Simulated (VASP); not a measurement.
Runs of VASP 6.6.1 on GaP. The structure is that of space group F-43m (No. 216), or close to it. The cells are those of the table. 

```tsv
task	cell	k mesh	cutoff (eV)	smearing	gap on the mesh (eV)	pressure (GPa)
single point	a = 3.713 Å, angles 60.0°, 2 atoms	10 × 10 × 10	520	gaussian 0.02 eV	1.39	14.9
single point	a = 3.949 Å, angles 60.0°, 2 atoms	8 × 8 × 8	520	gaussian 0.02 eV	1.23	-3.0
single point	a = 3.784 Å, angles 60.0°, 2 atoms	8 × 8 × 8	520	gaussian 0.02 eV	1.53	(b)
relaxation of cell and atoms	relaxed to 15 GPa from a = 3.707 Å, angles 60.0°, 2 atoms	10 × 10 × 10	600	gaussian 0.02 eV	1.39	15.0
relaxation of cell and atoms	relaxed to -3 GPa from a = 3.930 Å, angles 60.0°, 2 atoms	8 × 8 × 8	600	gaussian 0.02 eV	1.23	-3.0
single point	a = 3.893 Å, angles 60.0°, 2 atoms	8 × 8 × 8	520	gaussian 0.01 eV	(a)	(d)
relaxation of cell and atoms	relaxed to 60 GPa from a = 3.507 Å, angles 60.0°, 2 atoms	10 × 10 × 10	600	gaussian 0.02 eV	0.75	59.9
single point	a = 3.855 Å, angles 60.0°, 2 atoms	6 × 6 × 6	520	gaussian 0.1 eV	1.65	2.5
single point	a = 3.847 Å, angles 60.0°, 2 atoms	8 × 8 × 8	520	gaussian 0.02 eV	(c)	2.9
relaxation of cell and atoms	relaxed to 30 GPa from a = 3.615 Å, angles 60.0°, 2 atoms	10 × 10 × 10	600	gaussian 0.02 eV	1.14	30.0
```

Alike in all rows: level PBE; potentials or basis VASP PAW PBE potentials, release 64 (Ga_d, P); no spin polarisation.

Estimate the missing entries.

(a) 1.58; (b) 7.9; (c) 1.63; (d) 0.0.

Caveats: the cell is relaxed towards a set pressure, so the enthalpy falls and the energy may rise (some runs).

A k mesh can miss the band edges, and the runs leave out spin-orbit coupling on Ga.
